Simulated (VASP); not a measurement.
# Be3CdSe4: single point with PBE

The system is Be3CdSe4.

```xyz
8
Lattice="-3.2847 3.2847 4.3050 3.2847 -3.2847 4.3050 3.2847 3.2847 -4.3050" Properties=species:S:1:pos:R:3 pbc="T T T"
Be    0.0000    3.2847    4.5101
Be    3.2847    0.0000    4.5101
Be    0.0000    0.0000    0.5553
Cd    0.0000    0.0000    6.4454
Se    1.6952    1.6952    4.7029
Se    1.5896    1.5896    0.3979
Se   -1.6952    1.6952    4.7029
Se    1.6952   -1.6952    4.7029
```

* Program: VASP 6.6.1
* Task: single point
* Functional: PBE
* Potentials or basis: VASP PAW PBE potentials, release 64 (Be, Cd, Se)
* Cutoff: 600 eV
* k mesh: 3 × 3 × 3
* Occupations: gaussian, width 0.15 eV
* Spin: no spin polarisation

```
Pressure               : 0.0 GPa
Largest force          : 0.089 eV/Å
Band gap on the k mesh : zero (band 21 reaches 2.46 eV, above the bottom of band 22 at 2.40 eV)
```

Forces in eV/Å, atoms in the order of the input:
```
Be   0.000  0.000  0.026
Be   0.000  0.000  0.026
Be   0.000  0.000  0.032
Cd   0.000  0.000 -0.052
Se   0.062  0.062 -0.008
Se  -0.062 -0.062 -0.008
Se  -0.062  0.062 -0.008
Se   0.062 -0.062 -0.008
```

Stress tensor (GPa, compression positive):
```
-0.01  0.00  0.00
 0.00 -0.01  0.00
 0.00  0.00  0.15
```

Levels at points of the mesh, in eV from the Fermi level:
| k point | band 18 | band 19 | band 20 | band 21 | band 22 | band 23 | band 24 | band 25 |
| --- | --- | --- | --- | --- | --- | --- | --- | --- |
| (0.00, 0.00, 0.00) | -1.54 | -1.54 | -0.49 | 0.09 | 0.24 | 0.46 | 0.53 | 1.98 |

It took 46 s on 1 thread of Intel(R) Xeon(R) 6975P-C (Granite Rapids), with other jobs on the host, peak memory 0.4 GiB.

Caveat: the k points lie up to 0.45 Å⁻¹ apart.
